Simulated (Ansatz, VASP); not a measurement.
# MgSe: VASP beside Ansatz

```
Mg Se
1.0
     0.00000    2.65079    2.65079
     2.65079    0.00000    2.65079
     2.65079    2.65079    0.00000
Mg Se
1 1
Direct
  0.00000 0.00000 0.00000
  0.50000 0.50000 0.50000
```

Alike in both runs: task single point; functional PBEsol; k mesh 5 × 5 × 5; no spin polarisation.

|  | VASP | Ansatz |
| --- | --- | --- |
| version | VASP 6.6.1 | Ansatz 0.2.0 |
| potentials or method | VASP PAW PBE potentials, release 64 (Mg, Se), cutoff 600 eV | plane waves, PAW |
| occupations | gaussian, width 0.01 eV | fixed |
| valence electrons in the cell | 8 | 26 |

|  | VASP | Ansatz | Ansatz less VASP |
| --- | --- | --- | --- |
| pressure (GPa) | 6.5 | 6.5 | 0.00 |

VASP's potentials were made for PBE, not for PBEsol. VASP's potentials hold 8 valence electrons a cell and Ansatz's 26, so a difference there can come from the potentials and not from the codes.
